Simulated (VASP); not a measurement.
A run of VASP 6.6.1 is set up as follows.

INCAR

```
ALGO = Normal
EDIFF = 1E-6
ENCUT = 520
GGA = PE
ISIF = 2
ISMEAR = -1
LASPH = True
LCHARG = False
LREAL = False
LWAVE = False
NBANDS = 29
NELM = 100
PREC = Accurate
SIGMA = 0.05
```

File KPOINTS:

```
k-points
0
Gamma
  6 6 6
```

The input POSCAR:

```
TiSi2
1.0
    1.8357092260     -7.0296527964      0.0000000000
    1.8357092260      7.0296527964      0.0000000000
    0.0000000000      0.0000000000      3.5651739700
Ti Si
2 4
Direct
    0.1031180800      0.8968819200      0.2500000000
    0.8968819200      0.1031180800      0.7500000000
    0.7503148200      0.2496851800      0.2500000000
    0.2496851800      0.7503148200      0.7500000000
    0.4417485500      0.5582514500      0.2500000000
    0.5582514500      0.4417485500      0.7500000000
```

Potentials or basis: VASP PAW PBE potentials, release 64 (Ti_sv, Si).

Command:

```console
$ cat potpaw_PBE.64/Ti_sv/POTCAR potpaw_PBE.64/Si/POTCAR > POTCAR
$ mpirun -np 1 vasp_std > vasp.out
```

(1) What does it give for the largest force?

(2) Estimate the band gap on the k mesh.

(3) Estimate the pressure.

Results:

(1) 0.256 eV/Å.

(2) zero (band 20 reaches 10.03 eV, above the bottom of band 21 at 9.28 eV).

(3) -7.1 GPa.
